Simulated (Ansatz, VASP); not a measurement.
**One calculation of As, two programs**

INCAR

```
PREC = Accurate ; ENCUT = 520
EDIFF = 1E-7 ; ISMEAR = -1
SIGMA = 0.1 ; LREAL = F
LASPH = T ; NELM = 80
ALGO = Normal ; ISIF = 2
LWAVE = F ; LCHARG = F
GGA = B5 ; ALDAX = 1.0
AGGAX = 1.0 ; AGGAC = 1.0
ALDAC = 0.0 ; NBANDS = 18
```

The input KPOINTS:

```
regular mesh
0
Gamma
  10 10 7
```

The input POSCAR:

```
As
1.0
    1.9179319860     -9.1824868420      0.0000000000
    1.9179319860      9.1824868420      0.0000000000
    0.0000000000      0.0000000000      5.2602881107
As
4
Direct
    0.0670660088      0.9329339912      0.9169923254
    0.5670660088      0.4329339912      0.5830076746
    0.9329339912      0.0670660088      0.0830076746
    0.4329339912      0.5670660088      0.4169923254
```

Input for Ansatz:

```yaml
crystal:
  lattice:
    - [1.917931986, -9.182486842, 0.0]
    - [1.917931986, 9.182486842, 0.0]
    - [0.0, 0.0, 5.2602881107]
  atoms:
    - { symbol: As, position: [0.0670660088, 0.9329339912, 0.9169923254] }
    - { symbol: As, position: [0.5670660088, 0.4329339912, 0.5830076746] }
    - { symbol: As, position: [0.9329339912, 0.0670660088, 0.0830076746] }
    - { symbol: As, position: [0.4329339912, 0.5670660088, 0.4169923254] }
hamiltonian:
  xc: blyp
  pseudopotentials:
    kind: paw
    azcp:
      As: "pseudopotentials/As.paw.azcp"
basis:
  ecutwfc: 420
  fft_grid_basis: typed
kpoints:
  mp_grid: { grid: [10, 10, 7], shift: [0, 0, 0] }
magnetization:
  spin_polarized: false
scf:
  occupations: { method: fermi_dirac, width: 0.1 }
  lower_state_search: "off"
output:
  stress: true
  write_density: true
  write_potential: true
  elf: true
  volumetric_format: npy
```

Alike in both runs: task single point; functional BLYP; k mesh 10 × 10 × 7; occupations fermi-dirac, width 0.1 eV; no spin polarisation.

```csv
,VASP,Ansatz
version,VASP 6.6.1,Ansatz 0.2.0
potentials or method,"VASP PAW PBE potentials, release 64 (As), cutoff 520 eV","plane waves (420 eV) with PAW, scalar-relativistic"
valence electrons in the cell,20,60
```

VASP gave:

```
pressure (GPa)                                                : -1.7
traceless stress, the component that is largest in VASP (GPa) : 0.34
```

Question: What did Ansatz give for the same quantities?

Answer: Pressure (GPa): -1.9; traceless stress, the component that is largest in VASP (GPa): 0.34.

VASP's potentials were made for PBE, not for BLYP. With one functional, cell and mesh, what is left measures potentials, basis and numerics. VASP's potentials hold 20 valence electrons a cell and Ansatz's 60, so a difference there can come from the potentials and not from the codes. Ansatz's warnings: xc potential rough in thin density.
